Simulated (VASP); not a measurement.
# Fe (Im-3m) in VASP: density of states with PBE

Aim: the density of states of Fe with PBE.

Program: VASP 6.6.1. These are calculated values, not measurements. Logs are shortened: lines on timing, memory, paths and dates and some standing lists are left out, and cuts for length are marked.

## 1. The cell of the first run

It takes space group Im-3m (No. 229, cubic). Conventional cell: a = 2.878 Å, b = 2.878 Å, c = 2.878 Å, α = 90.00°, β = 90.00°, γ = 90.00°. Fe (site symmetry m-3m) has 14 Fe at 2.49 to 2.88 Å within 3.3 Å.

## 2. Density of states, PBE

Input file POSCAR:

```
Fe
1.0
   -1.4390000000      1.4390000000      1.4390000000
    1.4390000000     -1.4390000000      1.4390000000
    1.4390000000      1.4390000000     -1.4390000000
Fe
1
Direct
    0.0000000000      0.0000000000      0.0000000000
```

Input file INCAR.step1:

```
SYSTEM = Fe
PREC     = Accurate       ! precision mode
ENCUT    = 520            ! plane-wave cutoff, eV
EDIFF    = 1E-7           ! SCF threshold, eV
ISMEAR   = -1             ! smearing method
SIGMA    = 0.05           ! smearing width, eV
LREAL    = .False.        ! projectors in reciprocal space
LASPH    = .True.         ! aspherical terms in the spheres
NELM     = 100            ! most SCF steps
ALGO     = Normal         ! electronic algorithm
ISIF     = 2              ! what is computed and relaxed
LWAVE    = .False.        ! write WAVECAR
LCHARG   = .True.         ! write CHGCAR
LMAXMIX  = 4              ! l up to which the mixer works
GGA      = PE             ! functional
NBANDS   = 10             ! bands
```

Input file KPOINTS.step1:

```
regular mesh
0
Gamma
  20 20 20
  0 0 0
```

Input file INCAR.step2:

```
SYSTEM = Fe
PREC     = Accurate       ! precision mode
ENCUT    = 520            ! plane-wave cutoff, eV
EDIFF    = 1E-7           ! SCF threshold, eV
ISMEAR   = -5             ! smearing method
SIGMA    = 0.05           ! smearing width, eV
LREAL    = .False.        ! projectors in reciprocal space
LASPH    = .True.         ! aspherical terms in the spheres
NELM     = 100            ! most SCF steps
ALGO     = Normal         ! electronic algorithm
ISIF     = 2              ! what is computed and relaxed
LWAVE    = .False.        ! write WAVECAR
LCHARG   = .False.        ! write CHGCAR
LMAXMIX  = 4              ! l up to which the mixer works
GGA      = PE             ! functional
LORBIT   = 10             ! projections on sites
NBANDS   = 10             ! bands
NEDOS    = 1001           ! points of the DOS
ICHARG   = 11             ! starting density
```

Input file KPOINTS.step2:

```
regular mesh
0
Gamma
  30 30 30
  0 0 0
```

Potentials or basis: VASP PAW PBE potentials, release 64 (Fe).

Started as:

```bash
$ cat potpaw_PBE.64/Fe/POTCAR > POTCAR
$ cp INCAR.step1 INCAR
$ cp KPOINTS.step1 KPOINTS
$ mpirun -np 1 vasp_std > vasp.out
$ cp INCAR.step2 INCAR
$ cp KPOINTS.step2 KPOINTS
$ mpirun -np 1 vasp_std > vasp.out
```

OUTCAR:

```text
SYSTEM = Fe
   PREC = Accurate
   ENCUT = 520
   EDIFF = 1E-7
   ISMEAR = -5
   LREAL = .False.
   LASPH = .True.
   NELM = 100
   ISIF = 2
   GGA = PE
   LORBIT = 10
   ICHARG = 11

 ion  position               nearest neighbor table
   1  0.000  0.000  0.000-

  LATTYP: Found a body centered cubic cell.
 ALAT       =     2.8780000000

  Lattice vectors:

 A1 = (  -1.4390000000,   1.4390000000,   1.4390000000)
 A2 = (   1.4390000000,  -1.4390000000,   1.4390000000)
 A3 = (   1.4390000000,   1.4390000000,  -1.4390000000)

Analysis of symmetry for initial positions (statically):
=====================================================================
 Subroutine PRICEL returns:
 Original cell was already a primitive cell.

 Routine SETGRP: Setting up the symmetry group for a
 body centered cubic supercell.

 Subroutine GETGRP returns: Found 48 space group operations
 (whereof 48 operations were pure point group operations)
 out of a pool of 48 trial point group operations.

The static configuration has the point symmetry O_h .

Analysis of symmetry for dynamics (positions and initial velocities):
=====================================================================
 Subroutine PRICEL returns:
 Original cell was already a primitive cell.

 Routine SETGRP: Setting up the symmetry group for a
 body centered cubic supercell.

 Subroutine GETGRP returns: Found 48 space group operations
 (whereof 48 operations were pure point group operations)
 out of a pool of 48 trial point group operations.

The dynamic configuration has the point symmetry O_h .

 Subroutine INISYM returns: Found 48 space group operations
 (whereof 48 operations are pure point group operations),
 and found     1 'primitive' translations

----------------------------------------------------------------------------------------

                                     Primitive cell

  volume of cell :      11.9191

  direct lattice vectors                    reciprocal lattice vectors
    -1.439000000  1.439000000  1.439000000     0.000000000  0.347463516  0.347463516
     1.439000000 -1.439000000  1.439000000     0.347463516  0.000000000  0.347463516
     1.439000000  1.439000000 -1.439000000     0.347463516  0.347463516  0.000000000

  length of vectors
     2.492421112  2.492421112  2.492421112     0.491387617  0.491387617  0.491387617

  position of ions in fractional coordinates (direct lattice)
     0.000000000  0.000000000  0.000000000

  ion indices of the primitive-cell ions
   primitive index   ion index
                 1           1

----------------------------------------------------------------------------------------

 KPOINTS: regular mesh

Automatic generation of k-mesh.
 Grid dimensions read from file:
 generate k-points for:   30   30   30

 Generating k-lattice:

  Cartesian coordinates                     Fractional coordinates (reciprocal lattice)
     0.000000000  0.011582117  0.011582117     0.033333333  0.000000000  0.000000000
     0.011582117  0.000000000  0.011582117     0.000000000  0.033333333  0.000000000
     0.011582117  0.011582117  0.000000000     0.000000000  0.000000000  0.033333333

  Length of vectors
     0.016379587  0.016379587  0.016379587

  Shift w.r.t. Gamma in fractional coordinates (k-lattice)
     0.000000000  0.000000000  0.000000000

 TETIRR: Found  32549 inequivalent tetrahedra from   162000

 Subroutine IBZKPT returns following result:
 ===========================================

 Found    752 irreducible k-points:

 Following reciprocal coordinates:
            Coordinates               Weight
  0.000000  0.000000  0.000000      1.000000
  0.033333  0.000000  0.000000     12.000000
  0.066667  0.000000  0.000000     12.000000
  0.100000  0.000000  0.000000     12.000000
  0.133333  0.000000  0.000000     12.000000
  0.166667  0.000000  0.000000     12.000000
[... 16 lines left out ...]
  0.233333  0.033333 -0.000000     48.000000
  0.266667  0.033333  0.000000     48.000000
 [... further k-points ...]
   k-points           NKPTS =    752   k-points in BZ     NKDIM =    752   number of bands    NBANDS=     10
   number of dos      NEDOS =   1001   number of ions     NIONS =      1
   total plane-waves  NPLWV =   8000
   dimension x,y,z NGX =    20 NGY =   20 NGZ =   20
   dimension x,y,z NGXF=    40 NGYF=   40 NGZF=   40
   ions per type =               1
   NGX,Y,Z   is equivalent  to a cutoff of  13.34, 13.34, 13.34 a.u.
   NGXF,Y,Z  is equivalent  to a cutoff of  26.68, 26.68, 26.68 a.u.
 SYSTEM =  Fe
   PREC   = accura    normal or accurate (medium, high low for compatibility)
   ISTART =      0    job   : 0-new  1-cont  2-samecut
   ICHARG =     11    charge: 1-file 2-atom 10-const
   ISPIN  =      1    spin polarized calculation?
   LNONCOLLINEAR =      F non collinear calculations
   LSORBIT =      F    spin-orbit coupling
   LASPH  =      T    aspherical Exc in radial PAW
   ENCUT  =  520.0 eV  38.22 Ry    6.18 a.u.   4.63  4.63  4.63*2*pi/ulx,y,z
   NELM   =    100;   NELMIN=  2; NELMDL=  0     # of ELM steps
   EDIFF  = 0.1E-06   stopping-criterion for ELM
   LREAL  =      F    real-space projection
   EDIFFG = 0.1E-05   stopping-criterion for IOM
   NSW    =      0    number of steps for IOM
   IBRION =     -1    ionic relax: 0-MD 1-quasi-New 2-CG
   NFREE  =      0    steps in history (QN), initial steepest desc. (CG)
   ISIF   =      2    stress and relaxation
   ISYM   =      2    0-nonsym 1-usesym 2-fastsym
   POTIM  = 0.5000    time-step for ionic-motion
   TEBEG  =    0.0;   TEEND  =   0.0 temperature during run
   PSTRESS=    0.0 pullay stress
   NELECT =       8.0000    total number of electrons
   NUPDOWN=      -1.0000    fix difference up-down
   EMIN   =  10.00;   EMAX   =-10.00  energy-range for DOS
   EFERMI =   0.00;   METHOD = LEGACY
   ISMEAR =    -5;   SIGMA  =   0.05  broadening in eV -4-tet -1-fermi 0-gaus
   EFERMI_NEDOS =   21; number of points for ismear=-14 and -15
   IALGO  =     38    algorithm
   IMIX   =      4    mixing-type and parameters
     AMIX     =   0.40;   BMIX     =  1.00
     AMIX_MAG =   1.60;   BMIX_MAG =  1.00
  volume/ion in A,a.u.               =      11.92        80.43
  Fermi-wavevector in a.u.,A,eV,Ry     =   1.433367  2.708671 27.953723  2.054541
  Thomas-Fermi vector in A             =   2.552893
   LORBIT       =     10    0 simple, 1 ext, 2 COOP (PROOUT), +10 PAW based schemes
   GGA     = PE    functional components
   LHFCALC =     F    Hartree Fock is set to
   AEXX    =    0.0000 exact exchange contribution
   IVDW    =     0    specifies the selected vdW correction
   LEPSILON=     F    determine dielectric tensor
   LRPA    =     F    only Hartree local field effects (RPA)
 non-spin polarized calculation
 Fermi weights with tetrahedron method with Bloechl corrections
  energy-cutoff  :      520.00
  volume of cell :       11.92
 maximum number of plane-waves:       334

 number of electron       7.9999995 magnetization

 Free energy of the ion-electron system (eV)
  ---------------------------------------------------
  ext. energy  EPLUGINS =         0.00000000
  ---------------------------------------------------
  free energy    TOTEN  =        -7.63127146 eV

  energy without entropy =       -7.63127146  energy(sigma->0) =       -7.63127146

 E-fermi :   5.3875     XC(G=0): -12.8937

 val. band max:        5.4119929221   @ k =  -0.4000   0.4000   0.3667
 cond. band min:       5.3715698684   @ k =   0.1333   0.1333   0.1333
 fundamental gap:     -0.0404230537
 Fermi energy:         5.3874548157

 k-point     1 :       0.0000    0.0000    0.0000
  band No.  band energies     occupation
      1      -2.7520      2.00000
      2       3.8978      2.00000
      3       3.8978      2.00000
      4       3.8978      2.00000
      5       5.3554      2.00000
      6       5.3554      2.00000
      7      29.7714      0.00000
      8      29.7714      0.00000
      9      29.7714      0.00000
     10      34.7081      0.00000

 k-point     2 :       0.0333    0.0000    0.0000
  band No.  band energies     occupation
      1      -2.7075      2.00000
      2       3.8852      2.00000
      3       3.8968      2.00000
      4       3.9218      2.00000
      5       5.3419      2.00000
      6       5.3564      2.00000
      7      29.4524      0.00000
      8      29.7101      0.00000
      9      29.7375      0.00000
     10      34.4541      0.00000

 k-point     3 :       0.0667    0.0000    0.0000
  band No.  band energies     occupation
      1      -2.5745      2.00000
      2       3.8480      2.00000
      3       3.8922      2.00000
      4       3.9931      2.00000
      5       5.3044      2.00000
      6       5.3594      2.03263
      7      28.6145      0.00000
      8      29.5049      0.00000
      9      29.6427      0.00000
     10      34.0279      0.00000

 k-point     4 :       0.1000    0.0000    0.0000
  band No.  band energies     occupation
      1      -2.3557      2.00000
      2       3.7881      2.00000
      3       3.8805      2.00000
      4       4.1098      2.00000
      5       5.2511      2.00000
      6       5.3647      2.04058
      7      27.4525      0.00000
      8      29.1197      0.00000
      9      29.5041      0.00000
     10      33.5943      0.00000
[... 222 lines left out ...]
 k-point    22 :       0.2000    0.0333   -0.0000
  band No.  band energies     occupation
      1      -0.9790      2.00000
      2       3.4544      2.00000
      3       3.7259      2.00000
      4       4.8456      2.00000
      5       5.1060      2.00000
      6       5.4173     -0.00908
      7      22.3858      0.00000
      8      26.4620      0.00000
      9      28.9353      0.00000
     10      29.7758      0.00000

 k-point    23 :       0.2333    0.0333   -0.0000
  band No.  band energies     occupation
      1      -0.4852      2.00000
      2       3.3421      2.00000
      3       3.6919      2.00000
      4       5.0998      2.00000
      5       5.1265      2.04467
      6       5.4378     -0.00001
      7      20.8678      0.00000
      8      25.8062      0.00000
      9      28.3406      0.00000
     10      29.3071      0.00000

 k-point    24 :       0.2667    0.0333    0.0000
  band No.  band energies     occupation
      1       0.0084      2.00000
      2       3.2318      2.00000
      3       3.7086      2.00000
      4       5.1457      2.00000
      5       5.3860      1.01686
      6       5.4614      0.00000
      7      19.3743      0.00000
      8      25.1908      0.00000
      9      27.6106      0.00000
     10      29.0572      0.00000

 [... further k-points ...]
[... 5 lines left out ...]
  --------------------------------------------------------------------------------------
  -------------------------------------------------------------------------------------
  Total       -2.0440646     -2.0440646     -2.0440646      0.0000000      0.0000000     -0.0000000
  in kB     -274.7658967   -274.7658967   -274.7658967      0.0000000      0.0000000     -0.0000000
  external PRESSURE =    -274.7658967 kB  Pullay stress =       0.0000000 kB

 VOLUME and BASIS-vectors are now :
 -----------------------------------------------------------------------------
  energy-cutoff  :      520.00
  volume of cell :       11.92
      direct lattice vectors                 reciprocal lattice vectors
    -1.439000000  1.439000000  1.439000000     0.000000000  0.347463516  0.347463516
     1.439000000 -1.439000000  1.439000000     0.347463516  0.000000000  0.347463516
     1.439000000  1.439000000 -1.439000000     0.347463516  0.347463516  0.000000000

 POSITION                                       TOTAL-FORCE (eV/Angst)
 -----------------------------------------------------------------------------------
      0.00000      0.00000      0.00000         0.000000     -0.000000      0.000000
 -----------------------------------------------------------------------------------
    total drift:                                0.000000      0.000000     -0.000000

  FREE ENERGIE OF THE ION-ELECTRON SYSTEM (eV)
  ---------------------------------------------------
  free  energy   TOTEN  =        -7.6312714614 eV

  energy  without entropy=       -7.6312714614  energy(sigma->0) =       -7.63127146

 total charge

# of ion       s       p       d       tot
------------------------------------------
    1        0.457   0.487   6.220   7.164
```

Wall time 42 s (1 thread of Intel Xeon 6975P-C (Granite Rapids), shared host); peak memory 0.26 GiB.

Results:

```
Valence electrons inside the program's atomic spheres : Fe 7.16
```

Levels at points of the mesh, in eV from the Fermi level:
| k point | band 1 | band 2 | band 3 | band 4 | band 5 | band 6 | band 7 | band 8 | band 9 |
| --- | --- | --- | --- | --- | --- | --- | --- | --- | --- |
| (0.00, 0.00, 0.00) | -8.14 | -1.49 | -1.49 | -1.49 | -0.03 | -0.03 | 24.38 | 24.38 | 24.38 |
| (0.50, 0.00, 0.00) | -4.17 | -2.56 | -0.06 | 0.16 | 0.51 | 1.12 | 7.40 | 17.91 | 19.67 |
| (0.50, 0.50, 0.50) | -3.85 | -3.85 | 0.86 | 0.86 | 0.86 | 9.66 | 9.66 | 9.66 | 15.46 |

Caveat: the run has no spin polarisation, though such a crystal can be magnetic; tetrahedron occupations give inexact forces and stress in metals.
